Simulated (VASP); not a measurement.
# InSb (pbe) (Fm-3m) in VASP: a series of runs, part 2 of 2

VASP 6.6.1.

## Step 4: Relaxation of cell and atoms, PBE

Input file INCAR:

```
ALGO     = Normal         # electronic algorithm
EDIFF    = 1E-7           # SCF threshold, eV
EDIFFG   = -0.002         # ionic threshold
ENCUT    = 500            # plane-wave cutoff, eV
GGA      = PE             # functional
GGA_COMPAT= F            
IBRION   = 2              # ionic algorithm
ISIF     = 3              # what is computed and relaxed
ISMEAR   = 0              # smearing method
LASPH    = T              # aspherical terms in the spheres
LCHARG   = F              # write CHGCAR
LREAL    = F              # projectors in reciprocal space
LWAVE    = F              # write WAVECAR
NELM     = 120            # most SCF steps
NELMIN   = 4            
NSW      = 100            # ionic steps
PREC     = Accurate       # precision mode
SIGMA    = 0.1            # smearing width, eV
```

Input file KPOINTS:

```
k-points
0
Gamma
  12 12 12
```

Input file POSCAR:

```
InSb
1.0
    0.0000000000      3.0735130000      3.0735130000
    3.0735130000      0.0000000000      3.0735130000
    3.0735130000      3.0735130000      0.0000000000
In Sb
1 1
Direct
    0.0000000000      0.0000000000      0.0000000000
    0.5000000000      0.5000000000      0.5000000000
```

Potentials or basis: VASP PAW PBE potentials, release 64 (In_d, Sb).

Run with:

```bash
$ cat potpaw_PBE.64/In_d/POTCAR potpaw_PBE.64/Sb/POTCAR > POTCAR
$ mpirun -np 1 vasp_std > vasp.out
```

OUTCAR:

```text
EDIFF = 1E-7
   EDIFFG = -0.002
   ENCUT = 500
   GGA = PE
   IBRION = 2
   ISIF = 3
   ISMEAR = 0
   LASPH = T
   LREAL = F
   NELM = 120
   NELMIN = 4
   NSW = 100
   PREC = Accurate

 ion  position               nearest neighbor table
   1  0.000  0.000  0.000-   2 3.07   2 3.07   2 3.07   2 3.07   2 3.07   2 3.07
   2  0.500  0.500  0.500-   1 3.07   1 3.07   1 3.07   1 3.07   1 3.07   1 3.07

  LATTYP: Found a face centered cubic cell.
 ALAT       =     6.1470260000

  Lattice vectors:

 A1 = (   0.0000000000,   3.0735130000,   3.0735130000)
 A2 = (   3.0735130000,   0.0000000000,   3.0735130000)
 A3 = (   3.0735130000,   3.0735130000,   0.0000000000)

Analysis of symmetry for initial positions (statically):
=====================================================================
 Subroutine PRICEL returns:
 Original cell was already a primitive cell.

 Routine SETGRP: Setting up the symmetry group for a
 face centered cubic supercell.

 Subroutine GETGRP returns: Found 48 space group operations
 (whereof 48 operations were pure point group operations)
 out of a pool of 48 trial point group operations.

The static configuration has the point symmetry O_h .

Analysis of symmetry for dynamics (positions and initial velocities):
=====================================================================
 Subroutine PRICEL returns:
 Original cell was already a primitive cell.

 Routine SETGRP: Setting up the symmetry group for a
 face centered cubic supercell.

 Subroutine GETGRP returns: Found 48 space group operations
 (whereof 48 operations were pure point group operations)
 out of a pool of 48 trial point group operations.

The dynamic configuration has the point symmetry O_h .

 Subroutine INISYM returns: Found 48 space group operations
 (whereof 48 operations are pure point group operations),
 and found     1 'primitive' translations

----------------------------------------------------------------------------------------
[... 168 lines left out ...]
    total drift:                                0.000000     -0.000000     -0.000000

  FREE ENERGIE OF THE ION-ELECTRON SYSTEM (eV)
  ---------------------------------------------------
  free  energy   TOTEN  =        -6.6660165354 eV

  energy  without entropy=       -6.6579480550  energy(sigma->0) =       -6.66198230

--------------------------------------- Ionic step        2  -------------------------------------------

 number of electron      18.0000005 magnetization

 Free energy of the ion-electron system (eV)
  ---------------------------------------------------
  ext. energy  EPLUGINS =         0.00000000
  ---------------------------------------------------
  free energy    TOTEN  =        -6.66602001 eV

  energy without entropy =       -6.65795505  energy(sigma->0) =       -6.66198753

 E-fermi :   6.5401     XC(G=0):  -9.7044

 val. band max:        6.5359032084   @ k =   0.5000   0.0833   0.0000
 cond. band min:       6.5649115419   @ k =   0.1667   0.0000   0.0000
 fundamental gap:      0.0290083334
 Fermi energy:         6.5401440290

 k-point     1 :       0.0000    0.0000    0.0000
  band No.  band energies     occupation
      1      -7.8358      2.00000
      2      -7.8358      2.00000
      3      -7.8072      2.00000
      4      -7.8072      2.00000
      5      -7.8072      2.00000
      6      -4.3196      2.00000
      7       6.0429      2.00000
      8       6.5264      1.15384
      9       6.5264      1.15384
     10       6.5264      1.15384
     11      12.5872      0.00000
     12      12.5872      0.00000
     13      12.5874      0.00000
[... 354 lines left out ...]
  band No.  band energies     occupation
      1      -7.8828      2.00000
      2      -7.8589      2.00000
      3      -7.8031      2.00000
      4      -7.7858      2.00000
      5      -7.7789      2.00000
      6      -2.3701      2.00000
      7       0.5396      2.00000
      8       4.8107      2.00000
      9       6.2361      1.99998
     10       7.6119      0.00000
     11      10.0708      0.00000
     12      10.4193      0.00000
     13      12.5261      0.00000

 [... further k-points ...]
[... 5 lines left out ...]
  --------------------------------------------------------------------------------------
  -------------------------------------------------------------------------------------
  Total       -0.0031112     -0.0031112     -0.0031112      0.0000000     -0.0000000      0.0000000
  in kB       -0.0857574     -0.0857574     -0.0857574      0.0000000     -0.0000000      0.0000000
  external PRESSURE =      -0.0857574 kB  Pullay stress =       0.0000000 kB

 VOLUME and BASIS-vectors are now :
 -----------------------------------------------------------------------------
  energy-cutoff  :      500.00
  volume of cell :       58.13
      direct lattice vectors                 reciprocal lattice vectors
     0.000000000  3.074532283  3.074532283    -0.162626362  0.162626362  0.162626362
     3.074532283 -0.000000000  3.074532283     0.162626362 -0.162626362  0.162626362
     3.074532283  3.074532283  0.000000000     0.162626362  0.162626362 -0.162626362

 POSITION                                       TOTAL-FORCE (eV/Angst)
 -----------------------------------------------------------------------------------
      3.07453      3.07453      6.14906        -0.000000     -0.000000      0.000000
      3.07453      3.07453      3.07453         0.000000      0.000000     -0.000000
 -----------------------------------------------------------------------------------
    total drift:                               -0.000000     -0.000000     -0.000000

  FREE ENERGIE OF THE ION-ELECTRON SYSTEM (eV)
  ---------------------------------------------------
  free  energy   TOTEN  =        -6.6660200101 eV

  energy  without entropy=       -6.6579550522  energy(sigma->0) =       -6.66198753

 reached required accuracy - stopping structural energy minimisation
```

CONTCAR:

```text
InSb
   1.00000000000000
     0.0000000000000000    3.0745322831408246    3.0745322831408246
     3.0745322831408246   -0.0000000000000000    3.0745322831408246
     3.0745322831408246    3.0745322831408246    0.0000000000000000
  In              Sb
     1     1
Direct
     1.0000000000000000    1.0000000000000000    0.0000000000000000
     0.5000000000000000    0.5000000000000000    0.5000000000000000

  0.00000000E+00  0.00000000E+00  0.00000000E+00
  0.00000000E+00  0.00000000E+00  0.00000000E+00
```

It took 39 s on 1 thread of AMD EPYC 9R45 (Zen 5), shared host; peak memory 0.19 GiB.

What came out:

* Free energy: -6.6660 eV
* Relaxed volume: 29.06 Å³/atom
* Relaxed cell: a = 4.348 Å, b = 4.348 Å, c = 4.348 Å, α = 60.00°, β = 60.00°, γ = 60.00°
* Space group after relaxing (to 0.05 Å): Fm-3m (No. 225)
* Energy gained by relaxing: 0.0 meV/atom
* Ionic steps: 2
* Pressure after relaxing: 0.0 GPa
* Band gap on the k mesh: zero (band 9 reaches 7.15 eV, above the bottom of band 10 at 4.48 eV)

Final structure:
```
CELL_PARAMETERS angstrom
0.00000 3.07453 3.07453
3.07453 0.00000 3.07453
3.07453 3.07453 0.00000
ATOMIC_POSITIONS crystal
In 0.00000 0.00000 0.00000
Sb 0.50000 0.50000 0.50000
```

Caveat: spin-orbit coupling is left out, which moves the levels of the heavy elements.

## Step 5: Summary

```csv
task,cell,k mesh,gap on the mesh (eV),pressure (GPa)
single point,"a = 4.347 Å, angles 60.0°, 2 atoms",6 × 6 × 6,none,0.0
single point,"a = 4.348 Å, angles 60.0°, 2 atoms",12 × 12 × 12,none,0.0
relaxation of cell and atoms,"relaxed from a = 4.347 Å, angles 60.0°, 2 atoms",12 × 12 × 12,none,0.0
```

Alike in all rows: level PBE; potentials or basis VASP PAW PBE potentials, release 64 (In_d, Sb); no spin polarisation; cutoff (eV) 500; smearing gaussian 0.1 eV.

Caveats: spin-orbit coupling is left out, which moves the levels of the heavy elements.

Total energies depend on the potentials used, so only differences within one code and one set of settings carry meaning.
